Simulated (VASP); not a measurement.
# Ag (I4/mmm) in VASP: notebook, part 2 of 2

VASP 6.6.1. The steps go on from the part before.

### 3 Single point, r2SCAN (strain +0.000 along x and y, +0.080 along z)

The input, POSCAR:

```
Ag
1.0
    0.0000000000      2.0431000000      2.2065480000
    2.0431000000      0.0000000000      2.2065480000
    2.0431000000      2.0431000000      0.0000000000
Ag
1
Direct
    0.0000000000      0.0000000000      0.0000000000
```

The input, INCAR.step1:

```
ALGO = Normal
EDIFF = 1E-4
ENCUT = 520
GGA = PE
ISMEAR = 0
LASPH = T
LCHARG = F
LREAL = F
LWAVE = T
NBANDS = 12
NELM = 100
PREC = Accurate
SIGMA = 0.15
```

The input, INCAR.step2:

```
ALGO = Normal
EDIFF = 1E-6
ENCUT = 520
ISIF = 2
ISMEAR = 0
ISTART = 1
LASPH = T
LCHARG = T
LELF = T
LMIXTAU = T
LREAL = F
LVHAR = T
LWAVE = F
METAGGA = R2SCAN
NBANDS = 12
NELM = 100
PREC = Accurate
SIGMA = 0.15
```

The input, KPOINTS:

```
k-points
0
Gamma
  20 20 20
```

Potentials or basis: VASP PAW PBE potentials, release 64 (Ag).

The run is started by

```sh
$ cat potpaw_PBE.64/Ag/POTCAR > POTCAR
$ cp INCAR.step1 INCAR
$ mpirun -np 1 vasp_std > vasp.out
$ cp INCAR.step2 INCAR
$ mpirun -np 1 vasp_std > vasp.out
```

OUTCAR:

```text
EDIFF = 1E-6
   ENCUT = 520
   ISIF = 2
   ISMEAR = 0
   ISTART = 1
   LASPH = T
   LREAL = F
   METAGGA = R2SCAN
   NELM = 100
   PREC = Accurate

 ion  position               nearest neighbor table
   1  0.000  0.000  0.000-

  LATTYP: Found a body centered tetragonal cell.
 ALAT       =     2.8893797293
 C/A-ratio  =     1.5273506474

  Lattice vectors:

 A1 = (  -2.0431000000,   0.0000000000,   2.2065480000)
 A2 = (   2.0431000000,   0.0000000000,   2.2065480000)
 A3 = (   0.0000000000,   2.0431000000,  -2.2065480000)

Analysis of symmetry for initial positions (statically):
=====================================================================
 Subroutine PRICEL returns:
 Original cell was already a primitive cell.

 Routine SETGRP: Setting up the symmetry group for a
 body centered tetragonal supercell.

 Subroutine GETGRP returns: Found 16 space group operations
 (whereof 16 operations were pure point group operations)
 out of a pool of 16 trial point group operations.

The static configuration has the point symmetry D_4h.

Analysis of symmetry for dynamics (positions and initial velocities):
=====================================================================
 Subroutine PRICEL returns:
 Original cell was already a primitive cell.

 Routine SETGRP: Setting up the symmetry group for a
 body centered tetragonal supercell.

 Subroutine GETGRP returns: Found 16 space group operations
 (whereof 16 operations were pure point group operations)
 out of a pool of 16 trial point group operations.

The dynamic configuration has the point symmetry D_4h.

 Subroutine INISYM returns: Found 16 space group operations
 (whereof 16 operations are pure point group operations),
 and found     1 'primitive' translations

----------------------------------------------------------------------------------------

                                     Primitive cell

  volume of cell :      18.4214

  direct lattice vectors                    reciprocal lattice vectors
     0.000000000  2.043100000  2.206548000    -0.244726151  0.244726151  0.226598288
     2.043100000  0.000000000  2.206548000     0.244726151 -0.244726151  0.226598288
     2.043100000  2.043100000  0.000000000     0.244726151  0.244726151 -0.226598288

  length of vectors
     3.007176697  3.007176697  2.889379729     0.413676882  0.413676882  0.413676882

  position of ions in fractional coordinates (direct lattice)
     0.000000000  0.000000000  0.000000000

  ion indices of the primitive-cell ions
   primitive index   ion index
                 1           1

----------------------------------------------------------------------------------------

 KPOINTS: k-points

Automatic generation of k-mesh.
 Grid dimensions read from file:
 generate k-points for:   20   20   20

 Generating k-lattice:

  Cartesian coordinates                     Fractional coordinates (reciprocal lattice)
    -0.012236308  0.012236308  0.011329914     0.050000000  0.000000000  0.000000000
     0.012236308 -0.012236308  0.011329914     0.000000000  0.050000000  0.000000000
     0.012236308  0.012236308 -0.011329914     0.000000000  0.000000000  0.050000000

  Length of vectors
     0.020683844  0.020683844  0.020683844

  Shift w.r.t. Gamma in fractional coordinates (k-lattice)
     0.000000000  0.000000000  0.000000000

 Subroutine IBZKPT returns following result:
 ===========================================

 Found    641 irreducible k-points:

 Following reciprocal coordinates:
            Coordinates               Weight
  0.000000  0.000000  0.000000      1.000000
  0.050000 -0.000000  0.000000      8.000000
  0.100000 -0.000000  0.000000      8.000000
  0.150000 -0.000000  0.000000      8.000000
  0.200000 -0.000000  0.000000      8.000000
  0.250000 -0.000000  0.000000      8.000000
[... 16 lines left out ...]
 -0.400000  0.050000  0.000000      8.000000
 -0.350000  0.050000  0.000000      8.000000
 [... further k-points ...]
   k-points           NKPTS =    641   k-points in BZ     NKDIM =    641   number of bands    NBANDS=     12
   number of dos      NEDOS =    301   number of ions     NIONS =      1
   total plane-waves  NPLWV =  13824
   dimension x,y,z NGX =    24 NGY =   24 NGZ =   24
   dimension x,y,z NGXF=    48 NGYF=   48 NGZF=   48
   ions per type =               1
   NGX,Y,Z   is equivalent  to a cutoff of  13.27, 13.27, 13.81 a.u.
   NGXF,Y,Z  is equivalent  to a cutoff of  26.54, 26.54, 27.62 a.u.
 SYSTEM =  unknown system
   PREC   = accura    normal or accurate (medium, high low for compatibility)
   ISTART =      1    job   : 0-new  1-cont  2-samecut
   ICHARG =      0    charge: 1-file 2-atom 10-const
   ISPIN  =      1    spin polarized calculation?
   LNONCOLLINEAR =      F non collinear calculations
   LSORBIT =      F    spin-orbit coupling
   LASPH  =      T    aspherical Exc in radial PAW
   ENCUT  =  520.0 eV  38.22 Ry    6.18 a.u.   5.59  5.59  5.37*2*pi/ulx,y,z
   NELM   =    100;   NELMIN=  2; NELMDL=  0     # of ELM steps
   EDIFF  = 0.1E-05   stopping-criterion for ELM
   LREAL  =      F    real-space projection
   EDIFFG = 0.1E-04   stopping-criterion for IOM
   NSW    =      0    number of steps for IOM
   IBRION =     -1    ionic relax: 0-MD 1-quasi-New 2-CG
   NFREE  =      0    steps in history (QN), initial steepest desc. (CG)
   ISIF   =      2    stress and relaxation
   ISYM   =      2    0-nonsym 1-usesym 2-fastsym
   POTIM  = 0.5000    time-step for ionic-motion
   TEBEG  =    0.0;   TEEND  =   0.0 temperature during run
   PSTRESS=    0.0 pullay stress
   NELECT =      11.0000    total number of electrons
   NUPDOWN=      -1.0000    fix difference up-down
   EMIN   =  10.00;   EMAX   =-10.00  energy-range for DOS
   EFERMI =   0.00;   METHOD = LEGACY
   ISMEAR =     0;   SIGMA  =   0.15  broadening in eV -4-tet -1-fermi 0-gaus
   EFERMI_NEDOS =   21; number of points for ismear=-14 and -15
   IALGO  =     38    algorithm
   IMIX   =      4    mixing-type and parameters
     AMIX     =   0.40;   BMIX     =  1.00
     AMIX_MAG =   1.60;   BMIX_MAG =  1.00
  volume/ion in A,a.u.               =      18.42       124.31
  Fermi-wavevector in a.u.,A,eV,Ry     =   1.378579  2.605136 25.857584  1.900479
  Thomas-Fermi vector in A             =   2.503627
   LORBIT       =      0    0 simple, 1 ext, 2 COOP (PROOUT), +10 PAW based schemes
   METAGGA = R2SCAN    functional components
   LHFCALC =     F    Hartree Fock is set to
   AEXX    =    0.0000 exact exchange contribution
   IVDW    =     0    specifies the selected vdW correction
   LEPSILON=     F    determine dielectric tensor
   LRPA    =     F    only Hartree local field effects (RPA)
 non-spin polarized calculation
 Gauss-broadening in eV      SIGMA  =   0.15
  energy-cutoff  :      520.00
  volume of cell :       18.42
 maximum number of plane-waves:       517
   NGX = 11   NGY = 11   NGZ = 11

 number of electron      11.0000003 magnetization

 Free energy of the ion-electron system (eV)
  ---------------------------------------------------
  ext. energy  EPLUGINS =         0.00000000
  ---------------------------------------------------
  free energy    TOTEN  =       -21.33327353 eV

  energy without entropy =      -21.33074222  energy(sigma->0) =      -21.33200788

 E-fermi :   7.4462     XC(G=0): -12.4381

 val. band max:        7.4291113461   @ k =   0.5000  -0.0000   0.0500
 cond. band min:       7.4544195495   @ k =   0.5000   0.3000   0.0500
 fundamental gap:      0.0253082034
 Fermi energy:         7.4462023269

 k-point     1 :       0.0000    0.0000    0.0000
  band No.  band energies     occupation
      1       0.0238      2.00000
      2       2.2395      2.00000
      3       2.7011      2.00000
      4       2.7012      2.00000
      5       3.1964      2.00000
      6       3.6616      2.00000
      7      23.9369      0.00000
      8      26.5877      0.00000
      9      27.3594      0.00000
     10      27.3594      0.00000
     11      31.8264      0.00000
     12      32.2541      0.00000
[... 331 lines left out ...]
 k-point    24 :      -0.3500    0.0500    0.0000
  band No.  band energies     occupation
      1       1.2977      2.00000
      2       2.3896      2.00000
      3       2.8131      2.00000
      4       3.8203      2.00000
      5       3.8365      2.00000
      6       5.2545      2.00000
      7      13.9207      0.00000
      8      22.3595      0.00000
      9      25.2424      0.00000
     10      27.2361      0.00000
     11      29.6395      0.00000
     12      30.6724      0.00000

 [... further k-points ...]
[... 5 lines left out ...]
  --------------------------------------------------------------------------------------
  -------------------------------------------------------------------------------------
  Total       -0.4947270     -0.4947270     -0.8247671      0.0000000      0.0000000      0.0000000
  in kB      -43.0282399    -43.0282399    -71.7330447      0.0000000      0.0000000      0.0000000
  external PRESSURE =     -52.5965082 kB  Pullay stress =       0.0000000 kB

 VOLUME and BASIS-vectors are now :
 -----------------------------------------------------------------------------
  energy-cutoff  :      520.00
  volume of cell :       18.42
      direct lattice vectors                 reciprocal lattice vectors
     0.000000000  2.043100000  2.206548000    -0.244726151  0.244726151  0.226598288
     2.043100000  0.000000000  2.206548000     0.244726151 -0.244726151  0.226598288
     2.043100000  2.043100000  0.000000000     0.244726151  0.244726151 -0.226598288

 POSITION                                       TOTAL-FORCE (eV/Angst)
 -----------------------------------------------------------------------------------
      0.00000      0.00000      0.00000         0.000000      0.000000      0.000000
 -----------------------------------------------------------------------------------
    total drift:                               -0.000000      0.000000     -0.000000

  FREE ENERGIE OF THE ION-ELECTRON SYSTEM (eV)
  ---------------------------------------------------
  free  energy   TOTEN  =       -21.3332735305 eV

  energy  without entropy=      -21.3307422211  energy(sigma->0) =      -21.33200788
```

OUTCAR.step1:

```text
EDIFF = 1E-4
   ENCUT = 520
   GGA = PE
   ISMEAR = 0
   LASPH = T
[... 576 lines left out ...]

 POSITION                                       TOTAL-FORCE (eV/Angst)
 -----------------------------------------------------------------------------------
      0.00000      0.00000      0.00000         0.000000     -0.000000      0.000000
 -----------------------------------------------------------------------------------
    total drift:                               -0.000000      0.000000     -0.000000

  FREE ENERGIE OF THE ION-ELECTRON SYSTEM (eV)
  ---------------------------------------------------
  free  energy   TOTEN  =        -2.7078065653 eV

  energy  without entropy=       -2.7052618254  energy(sigma->0) =       -2.70653420
```

OSZICAR.step1:

```text
N       E                     dE             d eps       ncg     rms          rms(c)
DAV:   1     0.524406582364E+02    0.52441E+02   -0.54567E+03 15440   0.821E+02
DAV:   2    -0.211413504092E+01   -0.54555E+02   -0.51440E+02 17784   0.191E+02
DAV:   3    -0.293548767951E+01   -0.82135E+00   -0.82089E+00 18280   0.251E+01
DAV:   4    -0.293808296641E+01   -0.25953E-02   -0.25952E-02 17720   0.147E+00
DAV:   5    -0.293810502292E+01   -0.22057E-04   -0.22057E-04 17924   0.122E-01    0.428E+00
DAV:   6    -0.271548685723E+01    0.22262E+00   -0.92853E-01 16800   0.850E+00    0.288E+00
DAV:   7    -0.271000238473E+01    0.54845E-02   -0.63643E-03 17712   0.775E-01    0.167E+00
DAV:   8    -0.270779748234E+01    0.22049E-02   -0.72348E-04 17280   0.215E-01    0.707E-02
DAV:   9    -0.270780656534E+01   -0.90830E-05   -0.84020E-06  9600   0.228E-02
   1 F= -.27078066E+01 E0= -.27065342E+01  d E =-.254474E-02
```

It took 2.1 min on 1 thread of Intel Xeon 6975P-C (Granite Rapids), shared host; peak memory 0.25 GiB.

Results:

```yaml
Free_energy: -21.3333 eV
Pressure: -5.3 GPa
Band_gap_on_the_k_mesh: zero (an odd number of electrons rules out a gap without spin polarisation)
```

Levels at points of the mesh, in eV from the Fermi level:
| k point | band 2 | band 3 | band 4 | band 5 | band 6 | band 7 | band 8 | band 9 | band 10 | band 11 |
| --- | --- | --- | --- | --- | --- | --- | --- | --- | --- | --- |
| (0.00, 0.00, 0.00) | -5.21 | -4.75 | -4.75 | -4.25 | -3.78 | 16.49 | 19.14 | 19.91 | 19.91 | 24.38 |
| (0.50, 0.00, 0.00) | -5.13 | -4.73 | -3.38 | -3.20 | -0.14 | 3.27 | 15.04 | 17.49 | 18.68 | 21.37 |
| (0.50, 0.50, 0.00) | -6.28 | -3.30 | -3.13 | -3.13 | 0.97 | 5.13 | 11.61 | 11.61 | 17.60 | 17.75 |
| (0.50, 0.00, 0.50) | -6.21 | -3.35 | -3.27 | -2.92 | 2.21 | 6.97 | 10.27 | 10.28 | 16.33 | 16.42 |

Caveat: the cell differs from its parent crystal (strain +0.000 along x and y, +0.080 along z); the cell stands under tension; the PAW data sets were made with another functional, which shifts forces and pressure a little.

### 4 Single point, r2SCAN (strain +0.040 along x and y, +0.000 along z)

The input, POSCAR:

```
Ag
1.0
    0.0000000000      2.1248240000      2.0431000000
    2.1248240000      0.0000000000      2.0431000000
    2.1248240000      2.1248240000      0.0000000000
Ag
1
Direct
    0.0000000000      0.0000000000      0.0000000000
```

The input, INCAR.step1:

```
ALGO     = Normal         # electronic algorithm
EDIFF    = 1E-4           # SCF threshold, eV
ENCUT    = 520            # plane-wave cutoff, eV
GGA      = PE             # functional
ISMEAR   = 0              # smearing method
LASPH    = T              # aspherical terms in the spheres
LCHARG   = F              # write CHGCAR
LREAL    = F              # projectors in reciprocal space
LWAVE    = T              # write WAVECAR
NBANDS   = 12             # bands
NELM     = 100            # most SCF steps
PREC     = Accurate       # precision mode
SIGMA    = 0.15           # smearing width, eV
```

The input, INCAR.step2:

```
ALGO     = Normal         # electronic algorithm
EDIFF    = 1E-6           # SCF threshold, eV
ENCUT    = 520            # plane-wave cutoff, eV
ISIF     = 2              # what is computed and relaxed
ISMEAR   = 0              # smearing method
ISTART   = 1            
LASPH    = T              # aspherical terms in the spheres
LCHARG   = F              # write CHGCAR
LMIXTAU  = T            
LREAL    = F              # projectors in reciprocal space
LWAVE    = F              # write WAVECAR
METAGGA  = R2SCAN         # meta-GGA
NBANDS   = 12             # bands
NELM     = 100            # most SCF steps
PREC     = Accurate       # precision mode
SIGMA    = 0.15           # smearing width, eV
```

KPOINTS is that of step 3.

The run is started by

```sh
$ cat potpaw_PBE.64/Ag/POTCAR > POTCAR
$ cp INCAR.step1 INCAR
$ mpirun -np 1 vasp_std > vasp.out
$ cp INCAR.step2 INCAR
$ mpirun -np 1 vasp_std > vasp.out
```

It took 2.2 min on 1 thread of Intel Xeon 6975P-C (Granite Rapids), shared host; peak memory 0.25 GiB.

Results (log left out):

| Quantity | Value |
| --- | --- |
| Free energy | -21.3387 eV |
| Pressure | -5.5 GPa |
| Band gap on the k mesh | zero (an odd number of electrons rules out a gap without spin polarisation) |

Stress tensor (GPa, compression positive):
```
-5.88  0.00  0.00
 0.00 -5.88  0.00
 0.00  0.00 -4.82
```

Levels at points of the mesh, in eV from the Fermi level:
| k point | band 3 | band 4 | band 5 | band 6 | band 7 | band 8 | band 9 | band 10 |
| --- | --- | --- | --- | --- | --- | --- | --- | --- |
| (0.00, 0.00, 0.00) | -4.96 | -4.74 | -4.10 | -3.88 | 16.44 | 19.52 | 19.52 | 19.92 |
| (0.50, 0.00, 0.00) | -4.80 | -3.32 | -3.22 | -0.13 | 3.26 | 15.54 | 17.26 | 18.32 |
| (0.50, 0.50, 0.00) | -3.31 | -3.07 | -3.07 | 2.23 | 6.98 | 10.23 | 10.23 | 16.28 |
| (0.50, 0.00, 0.50) | -3.31 | -3.17 | -3.02 | 1.56 | 6.03 | 10.92 | 10.94 | 16.95 |

Caveat: the cell differs from its parent crystal (strain +0.040 along x and y, +0.000 along z); the cell stands under tension; the PAW data sets were made with another functional, which shifts forces and pressure a little.

### 5 The runs side by side

```csv
cell,gap on the mesh (eV),pressure (GPa)
"a = 2.948, b = 2.948, c = 2.889 Å, angles 60.7, 60.7, 58.7°, 1 atom",none,-2.4
"a = 3.007, b = 3.007, c = 2.889 Å, angles 61.3, 61.3, 57.4°, 1 atom",none,-5.3
"a = 2.948, b = 2.948, c = 3.005 Å, angles 59.4, 59.4, 61.3°, 1 atom",none,-5.5
```

Alike in all rows: task single point; level r2SCAN; potentials or basis VASP PAW PBE potentials, release 64 (Ag); no spin polarisation; k mesh 20 × 20 × 20; cutoff (eV) 520; smearing gaussian 0.15 eV.

Caveats: the PAW data sets were made with another functional, which shifts forces and pressure a little; the cell stands under tension (at least some runs).

Total energies depend on the potentials used, so only differences within one code and one set of settings carry meaning.

The gap in the log of VASP goes by the Fermi energy; the results here count the filled bands.